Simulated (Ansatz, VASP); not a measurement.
**Two plane-wave programs on NaF**

```
Na F
1.0
     0.00000    3.17454    5.74238
     1.65019    0.00000    5.74238
     1.65019    3.17454    0.00000
Na F
2 2
Direct
  0.18351 0.18351 0.81649
  0.43350 0.43350 0.06649
  0.81649 0.81649 0.18351
  0.06649 0.06649 0.43350
```

Alike in both runs: task single point; functional r2SCAN; k mesh 8 × 8 × 8; occupations gaussian, width 0.02 eV; no spin polarisation.

|  | VASP | Ansatz |
| --- | --- | --- |
| version | VASP 6.6.1 | Ansatz 0.2.0 |
| potentials or method | VASP PAW PBE potentials, release 64 (Na_pv, F), cutoff 520 eV | scalar-relativistic, plane waves, PAW |
| valence electrons in the cell | 28 | 32 |

|  | VASP | Ansatz | Ansatz less VASP |
| --- | --- | --- | --- |
| gap on the k mesh at the Fermi level (eV) | 6.13 | 6.12 | -0.010 |
| least direct gap on the mesh (eV) | 6.13 | 6.12 | -0.010 |
| pressure (GPa) | -2.7 | -2.3 | +0.41 |
| traceless stress, the component that is largest in VASP (GPa) | 0.23 | 0.16 | -0.068 |
| rms of the force components (eV/Å) | 0.005 | 0.005 | -0.0002 |

VASP's potentials were made for PBE, not for r2SCAN. Atom by atom the forces differ by 0.000 eV/Å (rms over components). VASP's potentials hold 28 valence electrons a cell and Ansatz's 32, so a difference there can come from the potentials and not from the codes.
